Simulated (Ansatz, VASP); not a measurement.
**Two plane-wave programs on HfH8**

```
Hf H
1.0
    -2.65878    2.65878    1.73388
     2.65878   -2.65878    1.73388
     2.65878    2.65878   -1.73388
Hf H
1 8
Cartesian
  0.0000 0.0000 0.0000
  1.7124 1.7124 0.0000
  0.9463 0.9463 1.7339
  -0.9463 0.9463 1.7339
  3.0552 0.0000 0.0000
  0.0000 2.2624 0.0000
  0.0000 3.0552 0.0000
  2.2624 0.0000 0.0000
  0.9463 -0.9463 1.7339
```

Change from the starting cell: species swapped into the TiPt8 type (I4/mmm, No. 139).

Alike in both runs: task relaxation of cell and atoms; functional PBE; k mesh 14 × 14 × 14; occupations gaussian, width 0.1 eV; no spin polarisation.

|  | VASP | Ansatz |
| --- | --- | --- |
| version | VASP 6.6.1 | Ansatz 0.2.0 |
| potentials or method | VASP PAW PBE potentials, release 64 (Hf_pv, H), cutoff 600 eV | scalar-relativistic, plane waves, PAW |
| valence electrons in the cell | 18 | 34 |

```tsv
	VASP	Ansatz	Ansatz less VASP
gap on the k mesh at the Fermi level, each at its own relaxed structure (eV)	none	none	-
relaxed volume (Å³/atom)	5.48	5.53	+0.050
relaxed cell length with the largest relative difference (Å)	4.155	4.171	+0.0155
```

A gap of «none» marks a metal or a gap that the smearing closes. VASP's potentials hold 18 valence electrons a cell and Ansatz's 34, so a difference there can come from the potentials and not from the codes.

Spin-orbit coupling is off throughout.
